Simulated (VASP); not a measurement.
# Al5GaAs6 (P1) in VASP: relaxation of cell and atoms with PBE

Aim: the relaxation of cell and atoms of Al5GaAs6 with PBE.

Everything below comes from runs of VASP 6.6.1. Logs are shortened: lines on timing, memory, paths and dates and some standing lists are left out, and cuts for length are marked.

## 1. The cell of the first run

The typed cell holds 12 atoms: a = 3.992 Å, b = 4.086 Å, c = 17.177 Å, α = 89.34°, β = 89.30°, γ = 89.59°.

## 2. Relaxation of cell and atoms, PBE

Input file INCAR:

```
SYSTEM = Al5GaAs6
PREC     = Accurate       ! precision mode
ENCUT    = 600            ! plane-wave cutoff, eV
EDIFF    = 1E-6           ! SCF threshold, eV
ISMEAR   = 0              ! smearing method
SIGMA    = 0.1            ! smearing width, eV
LREAL    = .FALSE.        ! projectors in reciprocal space
LASPH    = .TRUE.         ! aspherical terms in the spheres
NELM     = 80             ! most SCF steps
ALGO     = Normal         ! electronic algorithm
ISIF     = 3              ! what is computed and relaxed
LWAVE    = .FALSE.        ! write WAVECAR
LCHARG   = .FALSE.        ! write CHGCAR
GGA      = PE             ! functional
IBRION   = 2              ! ionic algorithm
NSW      = 80             ! ionic steps
EDIFFG   = -0.025         ! ionic threshold
```

Input file KPOINTS:

```
Automatic mesh
0
G
  4 4 1
  0 0 0
```

Input file POSCAR:

```
Al5GaAs6
1.0
    3.9915789450      0.0142343191      0.0244699402
    0.0142343191      4.0859168435      0.0232239230
    0.1037050508      0.0984243562     17.1763021605
Al Ga As
5 1 6
Direct
   -0.1049412326      1.0884877670      0.6611201094
    0.5160834704      0.5476088505      0.8331385751
   -0.0230660580      1.0165949346      0.0000238784
    0.5555685421      0.5046510130      0.1779341599
   -0.0137451702      1.0512418258      0.3265617611
    0.5693048719      0.4868011570      0.5001070097
    0.5236355003     -0.0357658068      0.9213897561
    0.0338661277      0.4691558132      0.0796200168
    0.4947726561     -0.0215384171      0.2394142648
   -0.0202414191      0.4358619551      0.4088091173
    0.5029824487     -0.0032673745      0.5952205514
    0.9657802629      0.4601682821      0.7566608000
```

Potentials or basis: VASP PAW PBE potentials, release 64 (Al, Ga_d, As).

Command:

```sh
$ cat potpaw_PBE.64/Al/POTCAR potpaw_PBE.64/Ga_d/POTCAR potpaw_PBE.64/As/POTCAR > POTCAR
$ mpirun -np 1 vasp_std > vasp.out
```

OUTCAR:

```text
SYSTEM = Al5GaAs6
   PREC = Accurate
   ENCUT = 600
   EDIFF = 1E-6
   ISMEAR = 0
   LREAL = .FALSE.
   LASPH = .TRUE.
   NELM = 80
   ISIF = 3
   GGA = PE
   IBRION = 2
   NSW = 80
   EDIFFG = -0.025

 ion  position               nearest neighbor table
   1  0.895  0.088  0.661-  11 1.98  12 2.27  11 2.69  12 3.04
   2  0.516  0.548  0.833-  12 2.24   7 2.29  12 2.60   7 2.81
   3  0.977  0.017  0.000-   7 2.28   8 2.33   7 2.56   8 2.62
   4  0.556  0.505  0.178-   9 2.23   9 2.40   8 2.54   8 2.70
   5  0.986  0.051  0.327-  10 2.13   9 2.50   9 2.53  10 2.87
   6  0.569  0.487  0.500-  10 2.26  11 2.58  11 2.67  10 2.85
   7  0.524  0.964  0.921-   3 2.28   2 2.29   3 2.56   2 2.81
   8  0.034  0.469  0.080-   3 2.33   4 2.54   3 2.62   4 2.70
   9  0.495  0.978  0.239-   4 2.23   4 2.40   5 2.50   5 2.53
  10  0.980  0.436  0.409-   5 2.13   6 2.26   6 2.85   5 2.87
  11  0.503  0.997  0.595-   1 1.98   6 2.58   6 2.67   1 2.69
  12  0.966  0.460  0.757-   2 2.24   1 2.27   2 2.60   1 3.04

  LATTYP: Found a triclinic cell.
 ALAT       =     3.9916793293
 B/A-ratio  =     1.4259443833
 C/A-ratio  =     4.3031756311
 COS(alpha) =     0.0003387559
 COS(beta)  =     0.0121877790
 COS(gamma) =     0.6962040399

  Lattice vectors:

 A1 = (  -3.9915789450,  -0.0142343191,  -0.0244699402)
 A2 = (  -3.9773446259,   4.0716825244,  -0.0012460172)
 A3 = (  -0.1037050508,  -0.0984243562, -17.1763021605)

Analysis of symmetry for initial positions (statically):
=====================================================================
 Subroutine PRICEL returns:
 Original cell was already a primitive cell.

 Routine SETGRP: Setting up the symmetry group for a
 triclinic supercell.

 Subroutine GETGRP returns: Found  1 space group operations
 (whereof  1 operations were pure point group operations)
 out of a pool of  2 trial point group operations.

The static configuration has the point symmetry C_1 .

Analysis of symmetry for dynamics (positions and initial velocities):
=====================================================================
 Subroutine PRICEL returns:
 Original cell was already a primitive cell.

 Routine SETGRP: Setting up the symmetry group for a
 triclinic supercell.

 Subroutine GETGRP returns: Found  1 space group operations
 (whereof  1 operations were pure point group operations)
 out of a pool of  2 trial point group operations.

The dynamic configuration has the point symmetry C_1 .

 Subroutine INISYM returns: Found  1 space group operations
 (whereof  1 operations are pure point group operations),
 and found     1 'primitive' translations

----------------------------------------------------------------------------------------

                                     Primitive cell

  volume of cell :     280.1099

  direct lattice vectors                    reciprocal lattice vectors
     3.991578945  0.014234319  0.024469940     0.250539751 -0.000864248 -0.001507727
     0.014234319  4.085916843  0.023223923    -0.000864248  0.244754064 -0.001397282
     0.103705051  0.098424356 17.176302161    -0.000355759 -0.000329699  0.058223786

  length of vectors
     3.991679329  4.086007638 17.176897217     0.250545778  0.244759578  0.058225807

  position of ions in fractional coordinates (direct lattice)
     0.895058767  0.088487767  0.661120109
     0.516083470  0.547608850  0.833138575
     0.976933942  0.016594935  0.000023878
     0.555568542  0.504651013  0.177934160
     0.986254830  0.051241826  0.326561761
     0.569304872  0.486801157  0.500107010
     0.523635500  0.964234193  0.921389756
     0.033866128  0.469155813  0.079620017
     0.494772656  0.978461583  0.239414265
     0.979758581  0.435861955  0.408809117
     0.502982449  0.996732626  0.595220551
     0.965780263  0.460168282  0.756660800

  ion indices of the primitive-cell ions
   primitive index   ion index
                 1           1
                 2           2
                 3           3
                 4           4
                 5           5
                 6           6
                 7           7
                 8           8
                 9           9
                10          10
                11          11
                12          12

----------------------------------------------------------------------------------------

 KPOINTS: Automatic mesh

Automatic generation of k-mesh.
 Grid dimensions read from file:
 generate k-points for:    4    4    1

 Generating k-lattice:

  Cartesian coordinates                     Fractional coordinates (reciprocal lattice)
     0.062634938 -0.000216062 -0.000376932     0.250000000  0.000000000  0.000000000
    -0.000216062  0.061188516 -0.000349320     0.000000000  0.250000000  0.000000000
    -0.000355759 -0.000329699  0.058223786    -0.000000000  0.000000000  1.000000000

  Length of vectors
     0.062636445  0.061189895  0.058225807

  Shift w.r.t. Gamma in fractional coordinates (k-lattice)
     0.000000000  0.000000000  0.000000000

 Subroutine IBZKPT returns following result:
 ===========================================

 Found     10 irreducible k-points:

 Following reciprocal coordinates:
            Coordinates               Weight
  0.000000  0.000000  0.000000      1.000000
  0.250000  0.000000 -0.000000      2.000000
  0.500000  0.000000 -0.000000      1.000000
  0.000000  0.250000  0.000000      2.000000
  0.250000  0.250000 -0.000000      2.000000
  0.500000  0.250000 -0.000000      2.000000
 -0.250000  0.250000  0.000000      2.000000
  0.000000  0.500000  0.000000      1.000000
  0.250000  0.500000 -0.000000      2.000000
  0.500000  0.500000 -0.000000      1.000000
   k-points           NKPTS =     10   k-points in BZ     NKDIM =     10   number of bands    NBANDS=     36
   number of dos      NEDOS =    301   number of ions     NIONS =     12
   total plane-waves  NPLWV = 161280
   dimension x,y,z NGX =    32 NGY =   36 NGZ =  140
   dimension x,y,z NGXF=    64 NGYF=   72 NGZF=  280
   ions per type =               5   1   6
   NGX,Y,Z   is equivalent  to a cutoff of  13.33, 14.65, 13.55 a.u.
   NGXF,Y,Z  is equivalent  to a cutoff of  26.65, 29.29, 27.10 a.u.
 SYSTEM =  Al5GaAs6
   PREC   = accura    normal or accurate (medium, high low for compatibility)
   ISTART =      0    job   : 0-new  1-cont  2-samecut
   ICHARG =      2    charge: 1-file 2-atom 10-const
   ISPIN  =      1    spin polarized calculation?
   LNONCOLLINEAR =      F non collinear calculations
   LSORBIT =      F    spin-orbit coupling
   LASPH  =      T    aspherical Exc in radial PAW
   ENCUT  =  600.0 eV  44.10 Ry    6.64 a.u.   7.97  8.16 34.31*2*pi/ulx,y,z
   NELM   =     80;   NELMIN=  2; NELMDL= -5     # of ELM steps
   EDIFF  = 0.1E-05   stopping-criterion for ELM
   LREAL  =      F    real-space projection
   EDIFFG = -.3E-01   stopping-criterion for IOM
   NSW    =     80    number of steps for IOM
   IBRION =      2    ionic relax: 0-MD 1-quasi-New 2-CG
   NFREE  =      1    steps in history (QN), initial steepest desc. (CG)
   ISIF   =      3    stress and relaxation
   ISYM   =      2    0-nonsym 1-usesym 2-fastsym
   POTIM  = 0.5000    time-step for ionic-motion
   TEBEG  =    0.0;   TEEND  =   0.0 temperature during run
   PSTRESS=    0.0 pullay stress
   NELECT =      58.0000    total number of electrons
   NUPDOWN=      -1.0000    fix difference up-down
   EMIN   =  10.00;   EMAX   =-10.00  energy-range for DOS
   EFERMI =   0.00;   METHOD = LEGACY
   ISMEAR =     0;   SIGMA  =   0.10  broadening in eV -4-tet -1-fermi 0-gaus
   EFERMI_NEDOS =   21; number of points for ismear=-14 and -15
   IALGO  =     38    algorithm
   IMIX   =      4    mixing-type and parameters
     AMIX     =   0.40;   BMIX     =  1.00
     AMIX_MAG =   1.60;   BMIX_MAG =  1.00
  volume/ion in A,a.u.               =      23.34       157.52
  Fermi-wavevector in a.u.,A,eV,Ry     =   0.968519  1.830235 12.762653  0.938029
  Thomas-Fermi vector in A             =   2.098495
   LORBIT       =      0    0 simple, 1 ext, 2 COOP (PROOUT), +10 PAW based schemes
   GGA     = PE    functional components
   LHFCALC =     F    Hartree Fock is set to
   AEXX    =    0.0000 exact exchange contribution
   IVDW    =     0    specifies the selected vdW correction
   LEPSILON=     F    determine dielectric tensor
   LRPA    =     F    only Hartree local field effects (RPA)
 conjugate gradient relaxation of ions
 non-spin polarized calculation
 Gauss-broadening in eV      SIGMA  =   0.10
  energy-cutoff  :      600.00
  volume of cell :      280.11
 maximum number of plane-waves:      9398
   NGX = 15   NGY = 17   NGZ = 69

--------------------------------------- Ionic step        1  -------------------------------------------

 number of electron      57.9999999 magnetization

 Free energy of the ion-electron system (eV)
  ---------------------------------------------------
  ext. energy  EPLUGINS =         0.00000000
  ---------------------------------------------------
  free energy    TOTEN  =       -49.54338350 eV

  energy without entropy =      -49.54245571  energy(sigma->0) =      -49.54291961

------------------------ aborting loop because EDIFF is reached ----------------------------------------

  FORCE on cell =-STRESS in cart. coord.  units (eV):
  Direction    XX          YY          ZZ          XY          YZ          ZX
  --------------------------------------------------------------------------------------
  -------------------------------------------------------------------------------------
  Total       14.4238444      8.8493143     11.8494784      2.1768095     11.3759399      3.8661848
  in kB       82.5017579     50.6164628     67.7768541     12.4509534     65.0683003     22.1138714
  external PRESSURE =      66.9650249 kB  Pullay stress =       0.0000000 kB
[... 119 lines left out ...]
  FREE ENERGIE OF THE ION-ELECTRON SYSTEM (eV)
  ---------------------------------------------------
  free  energy   TOTEN  =       -53.1211199602 eV

  energy  without entropy=      -53.1208380093  energy(sigma->0) =      -53.12097898

[... ionic steps 4 to 23 ...]

--------------------------------------- Ionic step       24  -------------------------------------------

 number of electron      58.0000007 magnetization

------------------------ aborting loop because EDIFF is reached ----------------------------------------

  FORCE on cell =-STRESS in cart. coord.  units (eV):
  Direction    XX          YY          ZZ          XY          YZ          ZX
  --------------------------------------------------------------------------------------
  -------------------------------------------------------------------------------------
  Total       -0.0347579     -0.0426627     -0.0841691      0.0109740      0.0777759     -0.0144368
  in kB       -0.1964889     -0.2411755     -0.4758141      0.0620370      0.4396727     -0.0816125
  external PRESSURE =      -0.3044929 kB  Pullay stress =       0.0000000 kB
[... 77 lines left out ...]
  energy  without entropy=      -54.9654480843  energy(sigma->0) =      -54.96544808

--------------------------------------- Ionic step       26  -------------------------------------------

 number of electron      58.0000009 magnetization

 Free energy of the ion-electron system (eV)
  ---------------------------------------------------
  ext. energy  EPLUGINS =         0.00000000
  ---------------------------------------------------
  free energy    TOTEN  =       -54.96568794 eV

  energy without entropy =      -54.96568794  energy(sigma->0) =      -54.96568794

 E-fermi :   4.0606     XC(G=0):  -8.9645

 val. band max:        3.6017401848   @ k =   0.0000   0.0000   0.0000
 cond. band min:       4.9306771831   @ k =   0.0000   0.0000   0.0000
 fundamental gap:      1.3289369983
 Fermi energy:         4.0606453616

 k-point     1 :       0.0000    0.0000    0.0000
  band No.  band energies     occupation
      1     -10.8860      2.00000
      2     -10.8263      2.00000
      3     -10.8262      2.00000
      4     -10.7921      2.00000
      5     -10.7672      2.00000
      6      -8.2243      2.00000
[... 418 lines left out ...]
  FREE ENERGIE OF THE ION-ELECTRON SYSTEM (eV)
  ---------------------------------------------------
  free  energy   TOTEN  =       -54.9656879432 eV

  energy  without entropy=      -54.9656879432  energy(sigma->0) =      -54.96568794

 reached required accuracy - stopping structural energy minimisation
```

It took 21 min on 1 thread of AMD EPYC 9R45 (Zen 5), shared host; peak memory 0.47 GiB.

What came out:

```yaml
Free_energy: -54.9657 eV
Relaxed_volume: 23.60 Å³/atom
Relaxed_cell: a = 4.078 Å, b = 4.080 Å, c = 17.024 Å, α = 90.01°, β = 90.00°, γ = 90.01°
Space_group_after_relaxing_to_0.1_Å: P-4m2 (No. 115)
Energy_gained_by_relaxing: 451.9 meV/atom
Ionic_steps: 26
Pressure_after_relaxing: 0.0 GPa
Largest_force_after_relaxing: 0.022 eV/Å
Band_gap_on_the_k_mesh: 1.33 eV
```

Forces in eV/Å, atoms in the order of the input:
```
Al   0.008  0.009 -0.018
Al   0.000  0.000 -0.003
Al   0.001 -0.002 -0.003
Al   0.001  0.011 -0.003
Al  -0.010  0.006  0.009
Ga   0.017 -0.010 -0.003
As  -0.003 -0.005 -0.002
As  -0.004 -0.003  0.000
As  -0.005 -0.002  0.010
As  -0.003  0.001  0.001
As  -0.007  0.003  0.005
As   0.005 -0.008  0.007
```

Step by step:
```tsv
step	energy change (eV)	largest force (eV/Å)	pressure (GPa)	volume (Å³)
1	0.0000	8.9377	6.70	280.11
2	-2.9123	2.4006	-4.88	320.81
3	-3.5777	2.3756	-2.81	303.14
4	-4.7463	1.3706	-1.28	289.76
5	-4.9552	1.1342	0.44	281.77
6	-5.2406	0.5083	0.50	280.84
7	-5.2478	0.5571	0.56	280.64
8	-5.3135	0.2888	-0.26	284.09
9	-5.3179	0.2786	-0.52	285.25
10	-5.3438	0.2800	0.04	282.85
11	-5.3485	0.3495	0.45	281.21
12	-5.3703	0.2941	0.29	281.94
13	-5.3934	0.2517	-0.12	283.77
14	-5.4110	0.1227	-0.07	283.51
15	-5.4118	0.1191	-0.04	283.44
16	-5.4159	0.0869	0.05	283.01
17	-5.4160	0.0697	0.04	283.07
18	-5.4175	0.0448	-0.02	283.34
19	-5.4177	0.0512	-0.06	283.47
20	-5.4187	0.0407	0.04	283.13
21	-5.4192	0.0527	0.11	282.80
22	-5.4200	0.0501	0.06	282.99
23	-5.4210	0.0558	-0.07	283.54
24	-5.4216	0.0376	-0.03	283.42
25	-5.4221	0.0327	0.01	283.22
26	-5.4223	0.0218	0.00	283.25
```

Final structure:
```xyz
12
Lattice="4.0782 0.0001 -0.0003 -0.0012 4.0798 -0.0001 0.0021 -0.0019 17.0243" Properties=species:S:1:pos:R:3 pbc="T T T"
Al    4.0746    4.0784   11.3566
Al    2.0374    2.0411   14.1906
Al    0.0015    0.0016    0.0009
Al    2.0425    2.0349    2.8342
Al    0.0067    4.0754    5.6675
Ga    2.0326    2.0423    8.5121
As    2.0422    0.0012   15.6079
As    0.0032    2.0407    1.4169
As    2.0454    4.0755    4.2498
As    4.0746    2.0366    7.0778
As    2.0374    0.0014    9.9450
As    4.0757    2.0398   12.7722
```

Caveat: an odd mesh through Γ misses points on the zone boundary, where band edges can lie.
